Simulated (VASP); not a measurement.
# Hf: relaxation of cell and atoms with PBEsol

Hf:

```xyz
1
Lattice="-1.6293 1.6293 1.6293 1.6293 -1.6293 1.6293 1.6293 1.6293 -1.6293" Properties=species:S:1:pos:R:3 pbc="T T T"
Hf    0.0000    0.0000    0.0000
```

* Program: VASP 6.6.1
* Task: relaxation of cell and atoms
* Functional: PBEsol
* Potentials or basis: VASP PAW PBE potentials, release 64 (Hf_pv)
* Cutoff: 600 eV
* k mesh: 18 × 18 × 18
* Occupations: gaussian, width 0.05 eV
* Spin: no spin polarisation
* Target pressure: 45 GPa
* Dipole correction: no
* Further INCAR settings: ALGO = Fast; EDIFF = 1e-06; IBRION = 2; EDIFFG = -0.01; NSW = 80; ISIF = 3

```yaml
Relaxed_volume: 16.16 Å³/atom
Relaxed_cell: a = 2.758 Å, b = 2.758 Å, c = 2.758 Å, α = 109.47°, β = 109.47°, γ = 109.47°
Space_group_after_relaxing_to_0.05_Å: Im-3m (No. 229)
Energy_change_on_relaxing_the_enthalpy_is_what_falls: +264.4 meV/atom
Ionic_steps: 7
Pressure_after_relaxing: 44.9 GPa
Band_gap_on_the_k_mesh: zero (band 5 reaches 8.50 eV, above the bottom of band 6 at 5.77 eV)
```

Step by step:
| step | energy change (eV) | largest force (eV/Å) | pressure (GPa) | volume (Å³) |
| --- | --- | --- | --- | --- |
| 1 | 0.0000 | 0.0000 | 29.85 | 17.30 |
| 2 | 1.4313 | 0.0000 | 103.06 | 13.52 |
| 3 | 0.2402 | 0.0000 | 43.59 | 16.24 |
| 4 | 0.2629 | 0.0000 | 44.87 | 16.16 |
| 5 | 0.2691 | 0.0000 | 45.21 | 16.14 |
| 6 | 0.2571 | 0.0000 | 44.57 | 16.18 |
| 7 | 0.2644 | 0.0000 | 44.94 | 16.16 |

Final structure:
```cif
data_structure
_symmetry_space_group_name_H-M 'P 1'
_symmetry_Int_Tables_number 1
_cell_length_a 2.7584
_cell_length_b 2.7584
_cell_length_c 2.7584
_cell_angle_alpha 109.471
_cell_angle_beta 109.471
_cell_angle_gamma 109.471
_cell_volume 16.16
loop_
_atom_site_label
_atom_site_type_symbol
_atom_site_fract_x
_atom_site_fract_y
_atom_site_fract_z
_atom_site_occupancy
Hf1 Hf 0.00000 0.00000 0.00000 1
```

Levels at points of the mesh, in eV from the Fermi level:
```csv
k point,band 3,band 4,band 5,band 6,band 7,band 8
"(0.00, 0.00, 0.00)",-28.53,-7.95,1.64,1.64,1.64,5.48
"(0.50, 0.00, 0.00)",-28.56,-4.60,-1.32,2.99,5.60,6.96
"(0.50, 0.50, 0.50)",-30.05,-4.36,-4.36,9.53,9.53,9.53
```

It took 2.8 min on 1 thread of AMD EPYC 7R43 64-Core Processor (Zen 3), with other jobs on the host, peak memory 0.16 GiB.

Caveat: the cell is relaxed towards a set pressure, so the enthalpy falls and the energy may rise; the PAW data sets were made with another functional, which shifts forces and pressure a little; spin-orbit coupling is left out, which moves the levels of the heavy elements.
